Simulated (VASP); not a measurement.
Set up this calculation in VASP 6.6.1, as the native input.

- Task: electric field gradients
- Functional: PBE
- Potentials or basis: VASP PAW PBE potentials, release 64 (Ga_d, As)
- Cutoff: 520 eV
- k mesh: 10 × 10 × 10
- Occupations: fermi-dirac, width 0.08 eV
- Spin: no spin polarisation
- Dipole correction: no
- Further INCAR settings: ALGO = Normal; EDIFF = 1e-08; NBANDS = 16

The structure of GaAs lies in POSCAR:

```
GaAs
1.0
    0.0000000000      2.8822925071      2.8822925071
    2.8822925071      0.0000000000      2.8822925071
    2.8822925071      2.8822925071      0.0000000000
Ga As
1 1
Direct
    0.0000000000      0.0000000000      0.0000000000
    0.7500000000      0.7500000000      0.7500000000
```

This cell differs from its parent crystal: volume scaled by 1.06.

One way to write it, as run:

INCAR

```
PREC = Accurate
ENCUT = 520
EDIFF = 1E-8
ISMEAR = -1
SIGMA = 0.08
LREAL = F
LASPH = T
NELM = 100
ALGO = Normal
ISIF = 2
LWAVE = F
LCHARG = F
GGA = PE
LEFG = T
NBANDS = 16
```

KPOINTS

```
regular mesh
0
Gamma
  10 10 10
```

Potentials or basis: VASP PAW PBE potentials, release 64 (Ga_d, As).

Run with:

```console
$ cat potpaw_PBE.64/Ga_d/POTCAR potpaw_PBE.64/As/POTCAR > POTCAR
$ mpirun -np 1 vasp_std > vasp.out
```

It gave:

| Quantity | Value |
| --- | --- |
| Pressure | -0.4 GPa |

Caveat: without QUAD_EFG the Cq values of the log hold for a quadrupole moment of 1 mb, not for the nuclei.

Run time: 58 s on 1 thread of AMD EPYC 7R43 64-Core Processor (Zen 3), on a shared host, peak memory 0.16 GiB.
